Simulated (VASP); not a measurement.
Set up this calculation in VASP 6.6.1, as the native input.

| Item | Value |
| --- | --- |
| Task | single point |
| Functional | LDA |
| Potentials or basis | VASP PAW LDA potentials, release 64 (Ti_sv) |
| Cutoff | 520 eV |
| k mesh | 15 × 15 × 15 |
| Occupations | fermi-dirac, width 0.05 eV |
| Spin | no spin polarisation |
| Dipole correction | no |
| Further INCAR settings | ALGO = Normal; EDIFF = 1e-06; NBANDS = 12 |

The structure of Ti lies in POSCAR:

```
Ti
1.0
    0.0000000000      2.0909000000      2.0300000000
    2.0909000000      0.0000000000      2.0300000000
    2.0909000000      2.0909000000      0.0000000000
Ti
1
Direct
    0.0000000000      0.0000000000      0.0000000000
```

This cell differs from its parent crystal: equal xx and yy strain of +3 %.

These files were run (other wordings do the same):

INCAR

```
SYSTEM = Ti
ALGO = Normal
EDIFF = 1E-6
ENCUT = 520
GGA = CA
ISIF = 2
ISMEAR = -1
LASPH = .True.
LCHARG = .True.
LELF = .True.
LREAL = .False.
LVHAR = .True.
LWAVE = .False.
NBANDS = 12
NELM = 60
PREC = Accurate
SIGMA = 0.05
```

KPOINTS

```
k-points
0
Gamma
  15 15 15
  0 0 0
```

Potentials or basis: VASP PAW LDA potentials, release 64 (Ti_sv).

Launch:

```console
$ cat potpaw_LDA.64/Ti_sv/POTCAR > POTCAR
$ mpirun -np 1 vasp_std > vasp.out
```

Results of the run:

```json
{
  "Pressure": "-10.5 GPa",
  "Band gap on the k mesh": "zero (bands 6 and 7 overlap by 1.15 eV)"
}
```

Caveat: the cell differs from its parent crystal (equal xx and yy strain of +3 %); the cell stands under tension.

Run time: 58 s on 1 thread of Intel Xeon 8259CL (shared host), peak memory 0.18 GiB.
